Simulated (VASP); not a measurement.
Write the native input for VASP 6.6.1 that does the following.

| Quantity | Value |
| --- | --- |
| Task | single point |
| Functional | PBE |
| Dispersion | D3(BJ) |
| Potentials or basis | VASP PAW PBE potentials, release 64 (O, H, C, N) |
| Cutoff | 520 eV |
| k mesh | 1 × 1 × 1 |
| Occupations | fermi-dirac, width 0.05 eV |
| Spin | no spin polarisation |
| Dipole correction | no |
| Further INCAR settings | ALGO = Normal; EDIFF = 1e-06; NBANDS = 39 |

The structure of H11C2NO4 lies in POSCAR:

```
H11C2NO4
1.0
    5.9154820000      0.0000000000      0.0000000000
    0.0000000000      5.9154820000      0.0000000000
    0.0000000000      0.0000000000      5.9154820000
O H C N
4 11 2 1
Direct
    0.7846697868      0.9899954053      0.3834683294
    0.0539262904      0.7064344038      1.0067142458
    0.3529044632      0.0699351295      0.9894713567
    0.7971793338      0.2611959600      0.8034848217
    0.7853966929      1.0607757745      0.5433876732
    0.9240667117      0.9161383637      0.3608328113
    0.1296766688      0.8604201653      1.0146087842
    0.1449247923      0.6218597233      0.8831402073
    0.3373013391      0.1935767871      0.8741806669
    0.4994521157      0.0960699399      1.0506667081
    0.8647139827      0.4134574325      0.8046850620
    0.9231200433      0.1813208121      0.8616035008
    0.6717964825      0.6525757326      0.3189258289
    0.6220794857      0.3376732445      0.2663012076
    0.4297536532      0.5471743469      0.1503850405
    0.5417648131      0.5038304571      0.2954788807
    0.3896216741      0.4748218319      0.4816513684
    0.2551609488      0.4506817872      0.6297204522
```

These files were run (other wordings do the same):

INCAR

```
ALGO = Normal
EDIFF = 1E-6
ENCUT = 520
GGA = PE
GGA_COMPAT = F
ISIF = 2
ISMEAR = -1
IVDW = 12
LASPH = T
LCHARG = T
LELF = T
LREAL = F
LVHAR = T
LWAVE = F
NBANDS = 39
NELM = 120
PREC = Accurate
SIGMA = 0.05
```

KPOINTS

```
k-points
0
Gamma
  1 1 1
```

Potentials or basis: VASP PAW PBE potentials, release 64 (O, H, C, N).

The run is started by

```bash
$ cat potpaw_PBE.64/O/POTCAR potpaw_PBE.64/H/POTCAR potpaw_PBE.64/C/POTCAR potpaw_PBE.64/N/POTCAR > POTCAR
$ mpirun -np 1 vasp_gam > vasp.out
```

Results of the run:

The pressure is -2.9 GPa and the largest force is 2.848 eV/Å. The band gap on the k mesh is 4.84 eV and the dispersion energy per atom is -0.037 eV.

Caveat: the k points lie up to 1.06 Å⁻¹ apart.

Run time: 19 s on 1 thread of AMD EPYC 7R43 64-Core Processor (Zen 3), with other jobs on the host, peak memory 0.28 GiB.
